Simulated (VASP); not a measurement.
**CdS5: relaxation of cell and atoms with PBE**

Crystal: CdS5.

```xyz
6
Lattice="2.9700 -2.9700 0.0000 2.9700 2.9700 0.0000 0.0000 0.0000 7.6500" Properties=species:S:1:pos:R:3 pbc="T T T"
Cd    0.0000    0.0000    0.0000
S     2.6195   -1.8592    5.4009
S     2.9700    2.8512    3.8250
S     3.3205   -1.8592    2.2491
S     1.4850   -1.4850    1.4535
S     1.4850    1.4850    6.1965
```

| Quantity | Value |
| --- | --- |
| Program | VASP 6.6.1 |
| Task | relaxation of cell and atoms |
| Functional | PBE |
| Potentials or basis | VASP PAW PBE potentials, release 64 (Cd, S) |
| Cutoff | 600 eV |
| k mesh | 4 × 4 × 2 |
| Occupations | gaussian, width 0.2 eV |
| Spin | no spin polarisation |
| Dipole correction | no |
| Further INCAR settings | ALGO = Normal; EDIFF = 1e-07; IBRION = 2; EDIFFG = -0.08; NSW = 36; ISIF = 3 |

- Relaxed volume: 28.64 Å³/atom
- Relaxed cell: a = 4.449 Å, b = 4.449 Å, c = 9.078 Å, α = 98.99°, β = 98.99°, γ = 99.70°
- Space group after relaxing (to 0.1 Å): C2 (No. 5)
- Energy gained by relaxing: 435.8 meV/atom
- Ionic steps: 29
- Pressure after relaxing: -0.1 GPa
- Largest force after relaxing: 0.069 eV/Å
- Band gap on the k mesh: 1.50 eV (least direct gap 1.73 eV)

Forces in eV/Å, atoms in the order of the input:
```
Cd   0.000  0.017  0.000
S    0.033 -0.021 -0.043
S    0.000  0.067  0.000
S   -0.033 -0.021  0.043
S    0.052 -0.021 -0.040
S   -0.052 -0.021  0.040
```

Stress tensor (GPa, compression positive):
```
-0.08  0.00  0.05
 0.00 -0.12  0.00
 0.05  0.00  0.03
```

Step by step:
| step | energy change (eV) | largest force (eV/Å) | pressure (GPa) | volume (Å³) |
| --- | --- | --- | --- | --- |
| 1 | 0.0000 | 2.3855 | 11.56 | 134.96 |
| 2 | -0.6158 | 2.4565 | -4.81 | 169.10 |
| 3 | -0.8962 | 1.4791 | -0.63 | 155.10 |
| 4 | -1.3658 | 1.2529 | -0.72 | 159.53 |
| 5 | -1.7381 | 0.8185 | -0.02 | 165.86 |
| 6 | -1.5087 | 2.5944 | 2.81 | 178.23 |
| 7 | -1.8007 | 1.1176 | 0.83 | 170.08 |
| 8 | -1.9720 | 1.1784 | -1.73 | 179.49 |
| 9 | -1.9720 | 1.1706 | -1.71 | 179.41 |
| 10 | -2.1779 | 0.7351 | -0.36 | 175.77 |
| 11 | -2.2290 | 1.1767 | 0.81 | 172.37 |
| 12 | -2.3302 | 0.5277 | -0.57 | 172.36 |
| 13 | -2.3349 | 0.5341 | -0.92 | 172.32 |
| 14 | -2.3981 | 0.5327 | -0.76 | 169.60 |
| 15 | -2.4837 | 0.6197 | -0.03 | 162.80 |
| 16 | -2.4846 | 0.6317 | 0.16 | 161.52 |
| 17 | -2.5262 | 0.4091 | 0.19 | 160.00 |
| 18 | -2.5286 | 0.4129 | 0.23 | 159.54 |
| 19 | -2.5585 | 0.2111 | 0.51 | 160.15 |
| 20 | -2.5696 | 0.1745 | 0.82 | 160.80 |
| 21 | -2.5842 | 0.1596 | -0.12 | 164.61 |
| 22 | -2.5842 | 0.1559 | -0.11 | 164.55 |
| 23 | -2.5957 | 0.0991 | 0.05 | 166.25 |
| 24 | -2.5991 | 0.2340 | 0.22 | 167.78 |
| 25 | -2.6050 | 0.1355 | -0.14 | 170.28 |
| 26 | -2.6050 | 0.1236 | -0.13 | 170.16 |
| 27 | -2.6091 | 0.0859 | -0.07 | 170.54 |
| 28 | -2.6122 | 0.1002 | 0.03 | 171.24 |
| 29 | -2.6148 | 0.0695 | -0.05 | 171.86 |

Final structure:
```
Cd S
1.0
     2.84963   -3.40077   -0.33143
     2.84963    3.40077   -0.33143
    -1.16803    0.00000    9.00299
Cd S
1 5
Direct
  0.02977 0.97023 0.00000
  0.70900 0.18298 0.67496
  0.93836 0.06164 0.50000
  0.81702 0.29100 0.32504
  0.58000 0.92814 0.14755
  0.07186 0.42000 0.85245
```

Levels at points of the mesh, in eV from the valence-band top:
```tsv
k point	band 18	band 19	band 20	band 21	band 22	band 23	band 24	band 25
(0.00, 0.00, 0.00)	-1.96	-0.71	-0.67	-0.23	1.50	2.36	2.79	3.06
(0.50, 0.00, 0.00)	-1.83	-1.08	-0.49	-0.17	2.35	2.76	2.95	3.47
(0.50, 0.50, 0.00)	-1.52	-1.23	-0.89	-0.28	1.72	3.23	3.93	4.09
(0.00, 0.00, 0.50)	-1.57	-1.44	-0.70	-0.07	1.88	2.45	2.61	3.12
(0.50, 0.00, 0.50)	-1.41	-1.21	-0.63	-0.05	1.79	2.62	3.04	3.86
(0.50, 0.50, 0.50)	-1.76	-1.47	-0.74	-0.26	2.06	3.00	3.73	4.09
```

Run time: 14 min on 1 thread of AMD EPYC 9R45 96-Core Processor (Zen 5), with other jobs on the host, peak memory 0.27 GiB.

Caveat: the volume moved by over 15 % at a fixed basis, so the end points are rough; the relaxation stopped at a loose force limit of 0.08 eV/Å, so its end isn't a converged minimum. A k mesh can miss the band edges.
